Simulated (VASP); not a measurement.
# CsPbCl3 (Pm-3m) in VASP: further runs, part 2 of 3

VASP 6.6.1. Earlier steps stand in the parts before.

### 3 Single point, r2SCAN

File POSCAR:

```
CsPbCl3
1.0
    5.7352733711      0.0000000000      0.0000000000
    0.0000000000      5.7352733711      0.0000000000
    0.0000000000      0.0000000000      5.7352733711
Cs Pb Cl
1 1 3
Direct
    0.0000000000      0.0000000000      0.0000000000
    0.5000000000      0.5000000000      0.5000000000
    0.5000000000      0.5000000000      0.0000000000
    0.0000000000      0.5000000000      0.5000000000
    0.5000000000      0.0000000000      0.5000000000
```

File INCAR.step1:

```
SYSTEM = CsPbCl3
PREC = Accurate ; ENCUT = 520
ISMEAR = 0 ; SIGMA = 0.02
LREAL = .False. ; LASPH = .True.
NELM = 80 ; NBANDS = 30
GGA = PE ; ALGO = Normal
EDIFF = 1E-4 ; LWAVE = .True.
LCHARG = .False.
```

File INCAR.step2:

```
SYSTEM = CsPbCl3
PREC = Accurate ; ENCUT = 520
EDIFF = 1E-6 ; ISMEAR = 0
SIGMA = 0.02 ; LREAL = .False.
LASPH = .True. ; NELM = 80
ALGO = Normal ; ISIF = 2
LWAVE = .False. ; LCHARG = .False.
METAGGA = R2SCAN ; LMIXTAU = .True.
NBANDS = 30 ; ISTART = 1
```

File KPOINTS:

```
regular mesh
0
Gamma
  6 6 6
  0 0 0
```

Potentials or basis: VASP PAW PBE potentials, release 64 (Cs_sv, Pb_d, Cl).

Command:

```bash
cat potpaw_PBE.64/Cs_sv/POTCAR potpaw_PBE.64/Pb_d/POTCAR potpaw_PBE.64/Cl/POTCAR > POTCAR
cp INCAR.step1 INCAR
mpirun -np 1 vasp_std > vasp.out
cp INCAR.step2 INCAR
mpirun -np 1 vasp_std > vasp.out
```

OUTCAR:

```text
SYSTEM = CsPbCl3
   PREC = Accurate
   ENCUT = 520
   EDIFF = 1E-6
   ISMEAR = 0
   LREAL = .False.
   LASPH = .True.
   NELM = 80
   ISIF = 2
   METAGGA = R2SCAN
   ISTART = 1

 ion  position               nearest neighbor table
   1  0.000  0.000  0.000-
   2  0.500  0.500  0.500-   3 2.87   4 2.87   5 2.87   3 2.87   5 2.87   4 2.87
   3  0.500  0.500  0.000-   2 2.87   2 2.87
   4  0.000  0.500  0.500-   2 2.87   2 2.87
   5  0.500  0.000  0.500-   2 2.87   2 2.87

  LATTYP: Found a simple cubic cell.
 ALAT       =     5.7352733711

  Lattice vectors:

 A1 = (   5.7352733711,   0.0000000000,   0.0000000000)
 A2 = (   0.0000000000,   5.7352733711,   0.0000000000)
 A3 = (   0.0000000000,   0.0000000000,   5.7352733711)

Analysis of symmetry for initial positions (statically):
=====================================================================
 Subroutine PRICEL returns:
 Original cell was already a primitive cell.

 Routine SETGRP: Setting up the symmetry group for a
 simple cubic supercell.

 Subroutine GETGRP returns: Found 48 space group operations
 (whereof 48 operations were pure point group operations)
 out of a pool of 48 trial point group operations.

The static configuration has the point symmetry O_h .

Analysis of symmetry for dynamics (positions and initial velocities):
=====================================================================
 Subroutine PRICEL returns:
 Original cell was already a primitive cell.

 Routine SETGRP: Setting up the symmetry group for a
 simple cubic supercell.

 Subroutine GETGRP returns: Found 48 space group operations
 (whereof 48 operations were pure point group operations)
 out of a pool of 48 trial point group operations.

The dynamic configuration has the point symmetry O_h .

 Subroutine INISYM returns: Found 48 space group operations
 (whereof 48 operations are pure point group operations),
 and found     1 'primitive' translations

[... 116 lines left out ...]
  volume/ion in A,a.u.               =      37.73       254.62
  Fermi-wavevector in a.u.,A,eV,Ry     =   1.007716  1.904308 13.816608  1.015492
  Thomas-Fermi vector in A             =   2.140538
   LORBIT       =      0    0 simple, 1 ext, 2 COOP (PROOUT), +10 PAW based schemes
   METAGGA = R2SCAN    functional components
   LHFCALC =     F    Hartree Fock is set to
   AEXX    =    0.0000 exact exchange contribution
   IVDW    =     0    specifies the selected vdW correction
   LEPSILON=     F    determine dielectric tensor
   LRPA    =     F    only Hartree local field effects (RPA)
 non-spin polarized calculation
 Gauss-broadening in eV      SIGMA  =   0.02
  energy-cutoff  :      520.00
  volume of cell :      188.65
 maximum number of plane-waves:      5112
 NGX is ok and might be reduce to    48
   NGX = 21   NGY = 21   NGZ = 21

 number of electron      44.0000012 magnetization

 Free energy of the ion-electron system (eV)
  ---------------------------------------------------
  ext. energy  EPLUGINS =         0.00000000
  ---------------------------------------------------
  free energy    TOTEN  =      -108.17430058 eV

  energy without entropy =     -108.17430058  energy(sigma->0) =     -108.17430058

 E-fermi :   0.8332     XC(G=0):  -7.9368

 val. band max:        0.7156277039   @ k =   0.5000   0.5000   0.5000
 cond. band min:       3.3196292012   @ k =   0.5000   0.5000   0.5000
 fundamental gap:      2.6040014974
 Fermi energy:         0.8331635880

 k-point     1 :       0.0000    0.0000    0.0000
  band No.  band energies     occupation
      1     -20.9336      2.00000
      2     -16.3709      2.00000
      3     -16.3709      2.00000
      4     -16.1890      2.00000
      5     -16.1890      2.00000
      6     -16.1890      2.00000
[... 649 lines left out ...]
     29       7.1257      0.00000
     30       8.3167      0.00000

------------------------ aborting loop because EDIFF is reached ----------------------------------------

  FORCE on cell =-STRESS in cart. coord.  units (eV):
  Direction    XX          YY          ZZ          XY          YZ          ZX
  --------------------------------------------------------------------------------------
  -------------------------------------------------------------------------------------
  Total       -0.9229108     -0.9229108     -0.9229108      0.0000000     -0.0000000      0.0000000
  in kB       -7.8380480     -7.8380480     -7.8380480      0.0000000     -0.0000000      0.0000000
  external PRESSURE =      -7.8380480 kB  Pullay stress =       0.0000000 kB

 VOLUME and BASIS-vectors are now :
 -----------------------------------------------------------------------------
  energy-cutoff  :      520.00
  volume of cell :      188.65
      direct lattice vectors                 reciprocal lattice vectors
     5.735273371  0.000000000  0.000000000     0.174359605  0.000000000  0.000000000
     0.000000000  5.735273371  0.000000000     0.000000000  0.174359605  0.000000000
     0.000000000  0.000000000  5.735273371     0.000000000  0.000000000  0.174359605

 POSITION                                       TOTAL-FORCE (eV/Angst)
 -----------------------------------------------------------------------------------
      0.00000      0.00000      0.00000         0.000000      0.000000      0.000000
      2.86764      2.86764      2.86764         0.000000      0.000000      0.000000
      2.86764      2.86764      0.00000         0.000000      0.000000      0.000000
      0.00000      2.86764      2.86764         0.000000      0.000000      0.000000
      2.86764      0.00000      2.86764         0.000000      0.000000      0.000000
 -----------------------------------------------------------------------------------
    total drift:                                0.000000     -0.000000     -0.000000

  FREE ENERGIE OF THE ION-ELECTRON SYSTEM (eV)
  ---------------------------------------------------
  free  energy   TOTEN  =      -108.1743005785 eV

  energy  without entropy=     -108.1743005785  energy(sigma->0) =     -108.17430058
```

OUTCAR.step1:

```text
SYSTEM = CsPbCl3
   PREC = Accurate
   ENCUT = 520
   ISMEAR = 0
   LREAL = .False.
   LASPH = .True.
   NELM = 80
[... 885 lines left out ...]
      2.86764      2.86764      0.00000         0.000000      0.000000      0.000000
      0.00000      2.86764      2.86764         0.000000      0.000000      0.000000
      2.86764      0.00000      2.86764         0.000000      0.000000      0.000000
 -----------------------------------------------------------------------------------
    total drift:                                0.000000     -0.000000     -0.000000

  FREE ENERGIE OF THE ION-ELECTRON SYSTEM (eV)
  ---------------------------------------------------
  free  energy   TOTEN  =       -17.5653831095 eV

  energy  without entropy=      -17.5653831095  energy(sigma->0) =      -17.56538311
```

It took 4.8 min on 1 thread of Intel Xeon Platinum 8375C at 2.90GHz (Ice Lake), shared host; peak memory 0.43 GiB.

Results:

```
Free energy            : -108.1743 eV
Pressure               : -0.8 GPa
Band gap on the k mesh : 2.60 eV, direct
```

Levels at points of the mesh, in eV from the valence-band top:
```csv
k point,band 18,band 19,band 20,band 21,band 22,band 23,band 24,band 25,band 26,band 27
"(0.00, 0.00, 0.00)",-2.29,-2.29,-2.21,-2.21,-2.21,4.16,5.13,5.13,6.10,6.10
"(0.50, 0.00, 0.00)",-2.38,-2.38,-2.29,-2.29,-1.52,3.56,5.48,5.84,5.84,5.97
"(0.50, 0.50, 0.00)",-2.47,-2.45,-2.45,-1.91,-0.73,3.12,3.12,5.46,6.23,6.47
"(0.50, 0.50, 0.50)",-2.46,-1.90,-1.90,-1.90,0.00,2.60,2.60,2.60,6.04,6.41
```

Caveat: the PAW data sets were made with another functional, which shifts forces and pressure a little; spin-orbit coupling is left out, which moves the levels of the heavy elements.

(Part 2 of 3 ends here.)
